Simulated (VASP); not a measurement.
Runs of VASP 6.6.1 on Cr2O (antifluorite type). The structure is that of space group Fm-3m (No. 225), or close to it. The cells are those of the table. 

| cell | k mesh | gap on the mesh (eV) | pressure (GPa) |
| --- | --- | --- | --- |
| a = 3.457 Å, angles 60.0°, 3 atoms | 13 × 13 × 13 | none | 9.4 |
| a = 3.433 Å, angles 60.0°, 3 atoms | 13 × 13 × 13 | none | 14.8 |
| a = 3.505 Å, angles 60.0°, 3 atoms | 13 × 13 × 13 | none | (a) |
| a = 3.433 Å, angles 60.0°, 3 atoms | 19 × 19 × 19 | none | 14.8 |

Alike in all rows: task single point; level PBE; potentials or basis VASP PAW PBE potentials, release 64 (Cr_pv, O); no spin polarisation; cutoff (eV) 600; smearing fermi-dirac 0.0612256 eV.

Q: Fill in the values left out.

A: (a) 0.1.

Caveats: the run has no spin polarisation, though such a crystal can be magnetic; the cell stands under pressure (at least some runs).

A gap of «none» marks levels without a gap at the run's occupations.
